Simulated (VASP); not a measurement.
# S (Im-3m) in VASP: a series of runs

Runs on S. Level: PBEsol. Tasks: single point.

Everything below comes from runs of VASP 6.6.1. Logs are shortened: lines on timing, memory, paths and dates and some standing lists are left out, and cuts for length are marked.

## 1. The cell of the first run

It takes space group Im-3m (No. 229, cubic). The conventional cell has a = 2.992 Å, b = 2.992 Å, c = 2.992 Å, α = 90.00°, β = 90.00°, γ = 90.00°. Within 3.4 Å of S (site symmetry m-3m) lie 14 S at 2.59 to 2.99 Å.

## 2. Single point, PBEsol

INCAR

```
PREC     = Accurate       # precision mode
ENCUT    = 520            # plane-wave cutoff, eV
EDIFF    = 1E-6           # SCF threshold, eV
ISMEAR   = 1              # smearing method
SIGMA    = 0.02           # smearing width, eV
LREAL    = False          # projectors in reciprocal space
LASPH    = True           # aspherical terms in the spheres
NELM     = 100            # most SCF steps
ALGO     = Normal         # electronic algorithm
ISIF     = 2              # what is computed and relaxed
LWAVE    = False          # write WAVECAR
LCHARG   = False          # write CHGCAR
GGA      = PS             # functional
NBANDS   = 9              # bands
```

KPOINTS

```
regular mesh
0
Gamma
  7 7 7
```

POSCAR

```
S
1.0
    1.4958443960      1.4958443960      1.4958443960
   -1.4958443960      1.4958443960      1.4958443960
   -1.4958443960     -1.4958443960      1.4958443960
S
1
Direct
    0.0000000000      0.0000000000      0.0000000000
```

Potentials or basis: VASP PAW PBE potentials, release 64 (S).

Launch:

```console
> cat potpaw_PBE.64/S/POTCAR > POTCAR
> mpirun -np 1 vasp_std > vasp.out
```

OUTCAR:

```text
PREC = Accurate
   ENCUT = 520
   EDIFF = 1E-6
   ISMEAR = 1
   LREAL = False
   LASPH = True
   NELM = 100
   ISIF = 2
   GGA = PS

 ion  position               nearest neighbor table
   1  0.000  0.000  0.000-

  LATTYP: Found a body centered cubic cell.
 ALAT       =     2.9916887920

  Lattice vectors:

 A1 = (   1.4958443960,  -1.4958443960,  -1.4958443960)
 A2 = (   1.4958443960,   1.4958443960,   1.4958443960)
 A3 = (  -1.4958443960,  -1.4958443960,   1.4958443960)

Analysis of symmetry for initial positions (statically):
=====================================================================
 Subroutine PRICEL returns:
 Original cell was already a primitive cell.

 Routine SETGRP: Setting up the symmetry group for a
 body centered cubic supercell.

 Subroutine GETGRP returns: Found 48 space group operations
 (whereof 48 operations were pure point group operations)
 out of a pool of 48 trial point group operations.

The static configuration has the point symmetry O_h .

Analysis of symmetry for dynamics (positions and initial velocities):
=====================================================================
 Subroutine PRICEL returns:
 Original cell was already a primitive cell.

 Routine SETGRP: Setting up the symmetry group for a
 body centered cubic supercell.

 Subroutine GETGRP returns: Found 48 space group operations
 (whereof 48 operations were pure point group operations)
 out of a pool of 48 trial point group operations.

The dynamic configuration has the point symmetry O_h .

 Subroutine INISYM returns: Found 48 space group operations
 (whereof 48 operations are pure point group operations),
 and found     1 'primitive' translations

----------------------------------------------------------------------------------------

                                     Primitive cell

  volume of cell :      13.3881

  direct lattice vectors                    reciprocal lattice vectors
     1.495844396  1.495844396  1.495844396     0.334259366  0.000000000  0.334259366
    -1.495844396  1.495844396  1.495844396    -0.334259366  0.334259366  0.000000000
    -1.495844396 -1.495844396  1.495844396     0.000000000 -0.334259366  0.334259366

  length of vectors
     2.590878494  2.590878494  2.590878494     0.472714129  0.472714129  0.472714129

  position of ions in fractional coordinates (direct lattice)
     0.000000000  0.000000000  0.000000000

  ion indices of the primitive-cell ions
   primitive index   ion index
[... 70 lines left out ...]
   EDIFFG = 0.1E-04   stopping-criterion for IOM
   NSW    =      0    number of steps for IOM
   IBRION =     -1    ionic relax: 0-MD 1-quasi-New 2-CG
   NFREE  =      0    steps in history (QN), initial steepest desc. (CG)
   ISIF   =      2    stress and relaxation
   ISYM   =      2    0-nonsym 1-usesym 2-fastsym
   POTIM  = 0.5000    time-step for ionic-motion
   TEBEG  =    0.0;   TEEND  =   0.0 temperature during run
   PSTRESS=    0.0 pullay stress
   NELECT =       6.0000    total number of electrons
   NUPDOWN=      -1.0000    fix difference up-down
   EMIN   =  10.00;   EMAX   =-10.00  energy-range for DOS
   EFERMI =   0.00;   METHOD = LEGACY
   ISMEAR =     1;   SIGMA  =   0.02  broadening in eV -4-tet -1-fermi 0-gaus
   EFERMI_NEDOS =   21; number of points for ismear=-14 and -15
   IALGO  =     38    algorithm
   IMIX   =      4    mixing-type and parameters
     AMIX     =   0.40;   BMIX     =  1.00
     AMIX_MAG =   1.60;   BMIX_MAG =  1.00
  volume/ion in A,a.u.               =      13.39        90.35
  Fermi-wavevector in a.u.,A,eV,Ry     =   1.252811  2.367469 21.354820  1.569535
  Thomas-Fermi vector in A             =   2.386693
   LORBIT       =      0    0 simple, 1 ext, 2 COOP (PROOUT), +10 PAW based schemes
   GGA     = PS    functional components
   LHFCALC =     F    Hartree Fock is set to
   AEXX    =    0.0000 exact exchange contribution
   IVDW    =     0    specifies the selected vdW correction
   LEPSILON=     F    determine dielectric tensor
   LRPA    =     F    only Hartree local field effects (RPA)
 non-spin polarized calculation
 Methfessel and Paxton  Order N= 1 SIGMA  =   0.02
  energy-cutoff  :      520.00
  volume of cell :       13.39
 maximum number of plane-waves:       370
   NGX =  9   NGY =  9   NGZ =  9

 number of electron       5.9999999 magnetization

 Free energy of the ion-electron system (eV)
  ---------------------------------------------------
  ext. energy  EPLUGINS =         0.00000000
  ---------------------------------------------------
  free energy    TOTEN  =        -3.56469957 eV

  energy without entropy =       -3.56459865  energy(sigma->0) =       -3.56466593

 E-fermi :  10.4587     XC(G=0): -12.0937

 val. band max:       10.1346514840   @ k =   0.2857   0.1429   0.1429
 cond. band min:      10.4673905855   @ k =   0.4286   0.0000   0.0000
 fundamental gap:      0.3327391015
 Fermi energy:        10.4586580482

 k-point     1 :       0.0000    0.0000    0.0000
  band No.  band energies     occupation
      1      -8.5490      2.00000
      2      14.2743      0.00000
      3      14.2743      0.00000
      4      14.2743      0.00000
      5      22.5763      0.00000
      6      22.5763      0.00000
      7      22.5763      0.00000
      8      26.6863      0.00000
      9      26.6863      0.00000
[... 217 lines left out ...]
 k-point    20 :       0.4286    0.4286    0.4286
  band No.  band energies     occupation
      1       0.6047      2.00000
      2       5.8415      2.00000
      3       6.1892      2.00000
      4       6.1892      2.00000
      5      13.3721      0.00000
      6      14.8736      0.00000
      7      32.0906      0.00000
      8      32.0906      0.00000
      9      32.6059      0.00000

------------------------ aborting loop because EDIFF is reached ----------------------------------------

  FORCE on cell =-STRESS in cart. coord.  units (eV):
  Direction    XX          YY          ZZ          XY          YZ          ZX
  --------------------------------------------------------------------------------------
  -------------------------------------------------------------------------------------
  Total        0.8412787      0.8412787      0.8412787     -0.0000000     -0.0000000     -0.0000000
  in kB      100.6772255    100.6772255    100.6772255     -0.0000000     -0.0000000     -0.0000000
  external PRESSURE =     100.6772255 kB  Pullay stress =       0.0000000 kB

 VOLUME and BASIS-vectors are now :
 -----------------------------------------------------------------------------
  energy-cutoff  :      520.00
  volume of cell :       13.39
      direct lattice vectors                 reciprocal lattice vectors
     1.495844396  1.495844396  1.495844396     0.334259366  0.000000000  0.334259366
    -1.495844396  1.495844396  1.495844396    -0.334259366  0.334259366  0.000000000
    -1.495844396 -1.495844396  1.495844396     0.000000000 -0.334259366  0.334259366

 POSITION                                       TOTAL-FORCE (eV/Angst)
 -----------------------------------------------------------------------------------
      0.00000      0.00000      0.00000        -0.000000     -0.000000      0.000000
 -----------------------------------------------------------------------------------
    total drift:                               -0.000000     -0.000000     -0.000000

  FREE ENERGIE OF THE ION-ELECTRON SYSTEM (eV)
  ---------------------------------------------------
  free  energy   TOTEN  =        -3.5646995735 eV

  energy  without entropy=       -3.5645986466  energy(sigma->0) =       -3.56466593
```

OSZICAR:

```text
N       E                     dE             d eps       ncg     rms          rms(c)
DAV:   1     0.548588388619E+01    0.54859E+01   -0.30033E+03   376   0.566E+02
DAV:   2    -0.336417064393E+01   -0.88501E+01   -0.85962E+01   557   0.690E+01
DAV:   3    -0.356566999141E+01   -0.20150E+00   -0.20115E+00   390   0.874E+00
DAV:   4    -0.356634286797E+01   -0.67288E-03   -0.67286E-03   471   0.592E-01
DAV:   5    -0.356634381933E+01   -0.95136E-06   -0.95290E-06   405   0.194E-02    0.109E+01
DAV:   6    -0.356482100819E+01    0.15228E-02   -0.26206E-03   386   0.287E-01    0.654E+00
DAV:   7    -0.356475493329E+01    0.66075E-04   -0.42228E-03   366   0.373E-01    0.125E-01
DAV:   8    -0.356469896601E+01    0.55967E-04   -0.20321E-04   374   0.823E-02    0.180E-02
DAV:   9    -0.356469957350E+01   -0.60749E-06   -0.23663E-06   415   0.113E-02
   1 F= -.35646996E+01 E0= -.35646659E+01  d E =-.100927E-03
```

stdout:

```text
POSCAR found type information on POSCAR S
 POSCAR found :  1 types and       1 ions
 scaLAPACK will be used
 -----------------------------------------------------------------------------
|                                                                             |
|                                                                             |
|     You enforced a specific xc type in the INCAR file but a different       |
|     I HOPE YOU KNOW WHAT YOU ARE DOING!                                     |
|                                                                             |
 -----------------------------------------------------------------------------

 LDA part: xc-table for (Slater+PW92), standard interpolation
 POSCAR, INCAR and KPOINTS ok, starting setup
 FFT: planning ... GRIDC
 FFT: planning ... GRID_SOFT
 FFT: planning ... GRID
 WAVECAR not read
 entering main loop
```

Run time: 2.3 s. Hardware: 1 thread of Intel Xeon 6975P-C, shared host; peak memory 0.11 GiB.

What came out:

```
Free energy            : -3.5647 eV
Pressure               : 10.1 GPa
Band gap on the k mesh : zero (band 3 reaches 14.27 eV, above the bottom of band 4 at 6.19 eV)
```

Levels at points of the mesh, in eV from the Fermi level:
```tsv
k point	band 1	band 2	band 3	band 4	band 5	band 6	band 7	band 8
(0.00, 0.00, 0.00)	-19.01	3.82	3.82	3.82	12.12	12.12	12.12	16.23
```

Caveat: the k points lie up to 0.42 Å⁻¹ apart; the PAW data sets were made with another functional, which shifts forces and pressure a little.

## 3. Single point, PBEsol

This run uses another cell than the first one, of 12.63 Å³/atom, 0.943 times its volume.

INCAR

```
ALGO = Normal
EDIFF = 1E-7
ENCUT = 520
GGA = PS
ISIF = 2
ISMEAR = 1
LASPH = T
LCHARG = F
LREAL = F
LWAVE = F
NBANDS = 9
NELM = 60
PREC = Accurate
SIGMA = 0.02
```

KPOINTS

```
k-points
0
Gamma
  7 7 7
```

POSCAR

```
S
1.0
    1.4669063801      1.4669063801      1.4669063801
   -1.4669063801      1.4669063801      1.4669063801
   -1.4669063801     -1.4669063801      1.4669063801
S
1
Direct
    0.0000000000      0.0000000000      0.0000000000
```

Potentials or basis: VASP PAW PBE potentials, release 64 (S).

Launch:

```console
> cat potpaw_PBE.64/S/POTCAR > POTCAR
> mpirun -np 1 vasp_std > vasp.out
```

It took 2.5 s on 1 thread of Intel Xeon 6975P-C, shared host; peak memory 0.12 GiB.

Results (log left out):

| Property | Result |
| --- | --- |
| Free energy | -3.4936 eV |
| Pressure | 20.1 GPa |
| Band gap on the k mesh | zero (band 3 reaches 15.70 eV, above the bottom of band 4 at 6.94 eV) |

Levels at points of the mesh, in eV from the Fermi level:
```tsv
k point	band 1	band 2	band 3	band 4	band 5	band 6	band 7	band 8
(0.00, 0.00, 0.00)	-19.81	4.15	4.15	4.15	12.08	12.08	12.08	16.36
```

Caveat: the k points lie up to 0.43 Å⁻¹ apart; the PAW data sets were made with another functional, which shifts forces and pressure a little.

## 4. Single point, PBEsol

This run uses another cell than the first one, of 12.04 Å³/atom, 0.899 times its volume.

INCAR

```
  ALGO = Normal
  EDIFF = 1E-6
  ENCUT = 520
  GGA = PS
  ISIF = 2
  ISMEAR = 1
  LASPH = True
  LCHARG = False
  LREAL = False
  LWAVE = False
  NBANDS = 9
  NELM = 60
  PREC = Accurate
  SIGMA = 0.02
```

KPOINTS is that of step 3.

POSCAR

```
S
1.0
    1.4437980999      1.4437980999      1.4437980999
   -1.4437980999      1.4437980999      1.4437980999
   -1.4437980999     -1.4437980999      1.4437980999
S
1
Direct
    0.0000000000      0.0000000000      0.0000000000
```

Launch:

```console
> cat potpaw_PBE.64/S/POTCAR > POTCAR
> mpirun -np 1 vasp_std > vasp.out
```

Run time: 2.8 s. Hardware: 1 thread of Intel Xeon 6975P-C, shared host; peak memory 0.12 GiB.

Results (log left out):

```
Free energy            : -3.4020 eV
Pressure               : 30.0 GPa
Band gap on the k mesh : zero (band 3 reaches 16.91 eV, above the bottom of band 4 at 7.58 eV)
```

Levels at points of the mesh, in eV from the Fermi level:
```
           k point  band 1  band 2  band 3  band 4  band 5  band 6  band 7  band 8
(0.00, 0.00, 0.00)  -20.51    4.44    4.44    4.44   12.04   12.04   12.04   16.47
```

Caveat: the k points lie up to 0.44 Å⁻¹ apart; the PAW data sets were made with another functional, which shifts forces and pressure a little.

## 5. Single point, PBEsol

This run uses another cell than the first one, of 14.45 Å³/atom, 1.080 times its volume.

INCAR

```
SYSTEM = S
PREC = Accurate
ENCUT = 520
EDIFF = 1E-6
ISMEAR = 1
SIGMA = 0.02
LREAL = .False.
LASPH = .True.
NELM = 80
ALGO = Normal
ISIF = 2
LWAVE = .False.
LCHARG = .False.
GGA = PS
NBANDS = 9
```

KPOINTS

```
regular mesh
0
Gamma
  7 7 7
  0 0 0
```

POSCAR

```
S
1.0
    1.5345125270      1.5345125270      1.5345125270
   -1.5345125270      1.5345125270      1.5345125270
   -1.5345125270     -1.5345125270      1.5345125270
S
1
Direct
    0.0000000000      0.0000000000      0.0000000000
```

Launch:

```console
> cat potpaw_PBE.64/S/POTCAR > POTCAR
> mpirun -np 1 vasp_std > vasp.out
```

It took 2.5 s on 1 thread of Intel Xeon 6975P-C, shared host; peak memory 0.12 GiB.

Results (log left out):

```
Free energy            : -3.5968 eV
Pressure               : 0.1 GPa
Band gap on the k mesh : zero (band 3 reaches 12.54 eV, above the bottom of band 4 at 5.26 eV)
```

Levels at points of the mesh, in eV from the Fermi level:
```tsv
k point	band 1	band 2	band 3	band 4	band 5	band 6	band 7	band 8
(0.00, 0.00, 0.00)	-18.03	3.41	3.41	3.41	12.15	12.15	12.15	15.69
```

Caveat: the k points lie up to 0.41 Å⁻¹ apart; the PAW data sets were made with another functional, which shifts forces and pressure a little.

## 6. Summary

| cell | gap on the mesh (eV) | pressure (GPa) |
| --- | --- | --- |
| a = 2.591 Å, angles 70.5, 109.5, 70.5°, 1 atom | none | 10.1 |
| a = 2.541 Å, angles 70.5, 109.5, 70.5°, 1 atom | none | 20.1 |
| a = 2.501 Å, angles 70.5, 109.5, 70.5°, 1 atom | none | 30.0 |
| a = 2.658 Å, angles 70.5, 109.5, 70.5°, 1 atom | none | 0.1 |

Alike in all rows: task single point; level PBEsol; potentials or basis VASP PAW PBE potentials, release 64 (S); no spin polarisation; k mesh 7 × 7 × 7; cutoff (eV) 520; smearing methfessel-paxton 0.02 eV.

Caveats: all runs use coarse meshes; the PAW data sets were made with another functional, which shifts forces and pressure a little.

Total energies depend on the potentials used, so only differences within one code and one set of settings carry meaning.
